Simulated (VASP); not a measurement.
# Lu in VASP: further runs

The runs below take Lu through single point, relaxation of cell and atoms, with PBE.

Program: VASP 6.6.1. These are calculated values, not measurements. Logs are shortened: lines on timing, memory, paths and dates and some standing lists are left out, and cuts for length are marked.

**1. The cell of the first run**

Symmetry: Fm-3m, No. 225, cubic system. The conventional cell has a = 4.968 Å, b = 4.968 Å, c = 4.968 Å, α = 90.00°, β = 90.00°, γ = 90.00°. Within 4.6 Å of Lu (site symmetry m-3m) lie 12 Lu at 3.51 Å.

This isn't the form of Lu at room conditions, which is hcp.

**2. Single point, PBE (30.64 Å³/atom)**

Contents of INCAR:

```
  ALGO = Fast
  EDIFF = 1E-7
  ENCUT = 520
  GGA = PE
  ISIF = 2
  ISMEAR = 0
  LASPH = T
  LCHARG = F
  LREAL = F
  LWAVE = F
  NBANDS = 18
  NELM = 100
  PREC = Accurate
  SIGMA = 0.1
```

Contents of KPOINTS:

```
k-points
0
Gamma
  20 20 20
```

Contents of POSCAR:

```
Lu
1.0
    0.0000000000      2.4837573743      2.4837573743
    2.4837573743      0.0000000000      2.4837573743
    2.4837573743      2.4837573743      0.0000000000
Lu
1
Direct
    0.0000000000      0.0000000000      0.0000000000
```

Potentials or basis: VASP PAW PBE potentials, release 64 (Lu).

Started as:

```
$ cat potpaw_PBE.64/Lu/POTCAR > POTCAR
$ mpirun -np 1 vasp_std > vasp.out
```

OUTCAR:

```text
EDIFF = 1E-7
   ENCUT = 520
   GGA = PE
   ISIF = 2
   ISMEAR = 0
   LASPH = T
   LREAL = F
   NELM = 100
   PREC = Accurate

 ion  position               nearest neighbor table
   1  0.000  0.000  0.000-

  LATTYP: Found a face centered cubic cell.
 ALAT       =     4.9675147486

  Lattice vectors:

 A1 = (   0.0000000000,   2.4837573743,   2.4837573743)
 A2 = (   2.4837573743,   0.0000000000,   2.4837573743)
 A3 = (   2.4837573743,   2.4837573743,   0.0000000000)

Analysis of symmetry for initial positions (statically):
=====================================================================
 Subroutine PRICEL returns:
 Original cell was already a primitive cell.

 Routine SETGRP: Setting up the symmetry group for a
 face centered cubic supercell.

 Subroutine GETGRP returns: Found 48 space group operations
 (whereof 48 operations were pure point group operations)
 out of a pool of 48 trial point group operations.

The static configuration has the point symmetry O_h .

Analysis of symmetry for dynamics (positions and initial velocities):
=====================================================================
 Subroutine PRICEL returns:
 Original cell was already a primitive cell.

 Routine SETGRP: Setting up the symmetry group for a
 face centered cubic supercell.

 Subroutine GETGRP returns: Found 48 space group operations
 (whereof 48 operations were pure point group operations)
 out of a pool of 48 trial point group operations.

The dynamic configuration has the point symmetry O_h .

 Subroutine INISYM returns: Found 48 space group operations
 (whereof 48 operations are pure point group operations),
 and found     1 'primitive' translations

----------------------------------------------------------------------------------------

                                     Primitive cell

  volume of cell :      30.6449

  direct lattice vectors                    reciprocal lattice vectors
     0.000000000  2.483757374  2.483757374    -0.201307908  0.201307908  0.201307908
     2.483757374  0.000000000  2.483757374     0.201307908 -0.201307908  0.201307908
     2.483757374  2.483757374  0.000000000     0.201307908  0.201307908 -0.201307908

  length of vectors
     3.512563364  3.512563364  3.512563364     0.348675524  0.348675524  0.348675524

  position of ions in fractional coordinates (direct lattice)
     0.000000000  0.000000000  0.000000000

  ion indices of the primitive-cell ions
   primitive index   ion index
                 1           1

----------------------------------------------------------------------------------------

 KPOINTS: k-points

Automatic generation of k-mesh.
 Grid dimensions read from file:
 generate k-points for:   20   20   20

 Generating k-lattice:

  Cartesian coordinates                     Fractional coordinates (reciprocal lattice)
    -0.010065395  0.010065395  0.010065395     0.050000000  0.000000000  0.000000000
     0.010065395 -0.010065395  0.010065395     0.000000000  0.050000000  0.000000000
     0.010065395  0.010065395 -0.010065395     0.000000000  0.000000000  0.050000000

  Length of vectors
     0.017433776  0.017433776  0.017433776

  Shift w.r.t. Gamma in fractional coordinates (k-lattice)
     0.000000000  0.000000000  0.000000000

 Subroutine IBZKPT returns following result:
 ===========================================

 Found    256 irreducible k-points:

 Following reciprocal coordinates:
            Coordinates               Weight
  0.000000  0.000000  0.000000      1.000000
  0.050000  0.000000  0.000000      8.000000
  0.100000  0.000000  0.000000      8.000000
  0.150000  0.000000  0.000000      8.000000
  0.200000  0.000000  0.000000      8.000000
  0.250000  0.000000  0.000000      8.000000
[... 16 lines left out ...]
 -0.400000  0.050000  0.000000     24.000000
 -0.350000  0.050000  0.000000     24.000000
 [... further k-points ...]
   k-points           NKPTS =    256   k-points in BZ     NKDIM =    256   number of bands    NBANDS=     18
   number of dos      NEDOS =    301   number of ions     NIONS =      1
   total plane-waves  NPLWV =  21952
   dimension x,y,z NGX =    28 NGY =   28 NGZ =   28
   dimension x,y,z NGXF=    56 NGYF=   56 NGZF=   56
   ions per type =               1
   NGX,Y,Z   is equivalent  to a cutoff of  13.25, 13.25, 13.25 a.u.
   NGXF,Y,Z  is equivalent  to a cutoff of  26.50, 26.50, 26.50 a.u.
 SYSTEM =  unknown system
   PREC   = accura    normal or accurate (medium, high low for compatibility)
   ISTART =      0    job   : 0-new  1-cont  2-samecut
   ICHARG =      2    charge: 1-file 2-atom 10-const
   ISPIN  =      1    spin polarized calculation?
   LNONCOLLINEAR =      F non collinear calculations
   LSORBIT =      F    spin-orbit coupling
   LASPH  =      T    aspherical Exc in radial PAW
   ENCUT  =  520.0 eV  38.22 Ry    6.18 a.u.   6.53  6.53  6.53*2*pi/ulx,y,z
   NELM   =    100;   NELMIN=  2; NELMDL= -5     # of ELM steps
   EDIFF  = 0.1E-06   stopping-criterion for ELM
   LREAL  =      F    real-space projection
   EDIFFG = 0.1E-05   stopping-criterion for IOM
   NSW    =      0    number of steps for IOM
   IBRION =     -1    ionic relax: 0-MD 1-quasi-New 2-CG
   NFREE  =      0    steps in history (QN), initial steepest desc. (CG)
   ISIF   =      2    stress and relaxation
   ISYM   =      2    0-nonsym 1-usesym 2-fastsym
   POTIM  = 0.5000    time-step for ionic-motion
   TEBEG  =    0.0;   TEEND  =   0.0 temperature during run
   PSTRESS=    0.0 pullay stress
   NELECT =      25.0000    total number of electrons
   NUPDOWN=      -1.0000    fix difference up-down
   EMIN   =  10.00;   EMAX   =-10.00  energy-range for DOS
   EFERMI =   0.00;   METHOD = LEGACY
   ISMEAR =     0;   SIGMA  =   0.10  broadening in eV -4-tet -1-fermi 0-gaus
   EFERMI_NEDOS =   21; number of points for ismear=-14 and -15
   IALGO  =     68    algorithm
   IMIX   =      4    mixing-type and parameters
     AMIX     =   0.40;   BMIX     =  1.00
     AMIX_MAG =   1.60;   BMIX_MAG =  1.00
  volume/ion in A,a.u.               =      30.64       206.80
  Fermi-wavevector in a.u.,A,eV,Ry     =   1.529686  2.890688 31.836812  2.339940
  Thomas-Fermi vector in A             =   2.637273
   LORBIT       =      0    0 simple, 1 ext, 2 COOP (PROOUT), +10 PAW based schemes
   GGA     = PE    functional components
   LHFCALC =     F    Hartree Fock is set to
   AEXX    =    0.0000 exact exchange contribution
   IVDW    =     0    specifies the selected vdW correction
   LEPSILON=     F    determine dielectric tensor
   LRPA    =     F    only Hartree local field effects (RPA)
 non-spin polarized calculation
 RMM-DIIS sequential band-by-band and
 Gauss-broadening in eV      SIGMA  =   0.10
  energy-cutoff  :      520.00
  volume of cell :       30.64
 maximum number of plane-waves:       869
 NGX is ok and might be reduce to    28
   NGX = 13   NGY = 13   NGZ = 13

 number of electron      24.9999997 magnetization

 Free energy of the ion-electron system (eV)
  ---------------------------------------------------
  ext. energy  EPLUGINS =         0.00000000
  ---------------------------------------------------
  free energy    TOTEN  =        -4.47217727 eV

  energy without entropy =       -4.46326742  energy(sigma->0) =       -4.46772234

 E-fermi :   2.0770     XC(G=0): -10.4243

 val. band max:        2.0762067452   @ k =  -0.4000   0.1500   0.0000
 cond. band min:       2.0891161543   @ k =   0.4500   0.3000   0.1000
 fundamental gap:      0.0129094090
 Fermi energy:         2.0769604761

 k-point     1 :       0.0000    0.0000    0.0000
  band No.  band energies     occupation
      1     -54.2710      2.00000
      2     -24.7220      2.00000
      3     -24.7220      2.00000
      4     -24.7220      2.00000
      5      -3.8625      2.00000
      6      -3.0432      2.00000
[... 10 lines left out ...]
     17       6.5080      0.00000
     18      12.1192      0.00000

 k-point     2 :       0.0500    0.0000    0.0000
  band No.  band energies     occupation
      1     -54.2704      2.00000
      2     -24.7325      2.00000
      3     -24.7234      2.00000
      4     -24.7234      2.00000
      5      -3.7966      2.00000
      6      -3.0419      2.00000
[... 10 lines left out ...]
     17       6.4693      0.00000
     18      12.2764      0.00000

 k-point     3 :       0.1000    0.0000    0.0000
  band No.  band energies     occupation
      1     -54.2688      2.00000
      2     -24.7631      2.00000
      3     -24.7275      2.00000
      4     -24.7275      2.00000
      5      -3.6019      2.00000
      6      -3.0383      2.00000
[... 10 lines left out ...]
     17       6.3750      0.00000
     18      12.7030      0.00000

 k-point     4 :       0.1500    0.0000    0.0000
  band No.  band energies     occupation
      1     -54.2662      2.00000
      2     -24.8102      2.00000
      3     -24.7337      2.00000
      4     -24.7337      2.00000
      5      -3.2880      2.00000
      6      -3.0330      2.00000
[... 375 lines left out ...]
      4     -24.7787      2.00000
      5      -3.0301      2.00000
      6      -3.0049      2.00000
[... 10 lines left out ...]
     17       8.2253      0.00000
     18       9.6723      0.00000

 k-point    23 :      -0.4000    0.0500    0.0000
  band No.  band energies     occupation
      1     -54.2492      2.00000
      2     -25.1062      2.00000
      3     -24.7849      2.00000
      4     -24.7738      2.00000
      5      -3.0289      2.00000
      6      -3.0023      2.00000
[... 10 lines left out ...]
     17       8.0596      0.00000
     18      10.0110      0.00000

 k-point    24 :      -0.3500    0.0500    0.0000
  band No.  band energies     occupation
      1     -54.2515      2.00000
      2     -25.0676      2.00000
      3     -24.7806      2.00000
      4     -24.7668      2.00000
      5      -3.0270      2.00000
      6      -2.9974      2.00000
[... 10 lines left out ...]
     17       7.7141      0.00000
     18      10.5120      0.00000

 [... further k-points ...]

------------------------ aborting loop because EDIFF is reached ----------------------------------------

  FORCE on cell =-STRESS in cart. coord.  units (eV):
  Direction    XX          YY          ZZ          XY          YZ          ZX
  --------------------------------------------------------------------------------------
  -------------------------------------------------------------------------------------
  Total       -0.4027326     -0.4027326     -0.4027326     -0.0000000     -0.0000000      0.0000000
  in kB      -21.0557066    -21.0557066    -21.0557066     -0.0000000     -0.0000000      0.0000000
  external PRESSURE =     -21.0557066 kB  Pullay stress =       0.0000000 kB

 VOLUME and BASIS-vectors are now :
 -----------------------------------------------------------------------------
  energy-cutoff  :      520.00
  volume of cell :       30.64
      direct lattice vectors                 reciprocal lattice vectors
     0.000000000  2.483757374  2.483757374    -0.201307908  0.201307908  0.201307908
     2.483757374  0.000000000  2.483757374     0.201307908 -0.201307908  0.201307908
     2.483757374  2.483757374  0.000000000     0.201307908  0.201307908 -0.201307908

 POSITION                                       TOTAL-FORCE (eV/Angst)
 -----------------------------------------------------------------------------------
      0.00000      0.00000      0.00000         0.000000     -0.000000     -0.000000
 -----------------------------------------------------------------------------------
    total drift:                               -0.000000     -0.000000     -0.000000

  FREE ENERGIE OF THE ION-ELECTRON SYSTEM (eV)
  ---------------------------------------------------
  free  energy   TOTEN  =        -4.4721772651 eV

  energy  without entropy=       -4.4632674197  energy(sigma->0) =       -4.46772234
```

Run time: 2.2 min. Hardware: 1 thread of Intel Xeon 6975P-C (Granite Rapids), shared host; peak memory 0.28 GiB.

Results:

| Item | Value |
| --- | --- |
| Free energy | -4.4722 eV |
| Pressure | -2.1 GPa |
| Band gap on the k mesh | zero (an odd number of electrons rules out a gap without spin polarisation) |

Caveat: spin-orbit coupling is left out, which moves the levels of the heavy elements.

[end of part 1 of 2]
